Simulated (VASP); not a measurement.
Input of a VASP 6.6.1 run:

Contents of INCAR:

```
SYSTEM = RbGe2
PREC = Accurate ; ENCUT = 520
EDIFF = 1E-6 ; ISMEAR = 0
SIGMA = 0.1 ; LREAL = .False.
LASPH = .True. ; NELM = 100
ALGO = Normal ; ISIF = 2
LWAVE = .False. ; LCHARG = .False.
GGA = PE ; NBANDS = 26
```

KPOINTS

```
Automatic mesh
0
Gamma
  12 12 12
  0 0 0
```

The input POSCAR:

```
RbGe2
1.0
    2.8964104629      1.6722433604      3.1702128218
   -2.8964104629      1.6722433604      3.1702128218
    0.0000000000     -3.3444867209      3.1702128218
Rb Ge
1 2
Direct
    0.5000000000      0.5000000000      0.5000000000
    0.8703892119      0.8703892119      0.8703892119
    0.1296107881      0.1296107881      0.1296107881
```

Potentials or basis: VASP PAW PBE potentials, release 64 (Rb_sv, Ge_d).

Launch:

```bash
$ cat potpaw_PBE.64/Rb_sv/POTCAR potpaw_PBE.64/Ge_d/POTCAR > POTCAR
$ mpirun -np 1 vasp_std > vasp.out
```

(1) Predict the largest force.

(2) What does it give for the pressure?

Results:

(1) 0.008 eV/Å.

(2) 0.0 GPa.
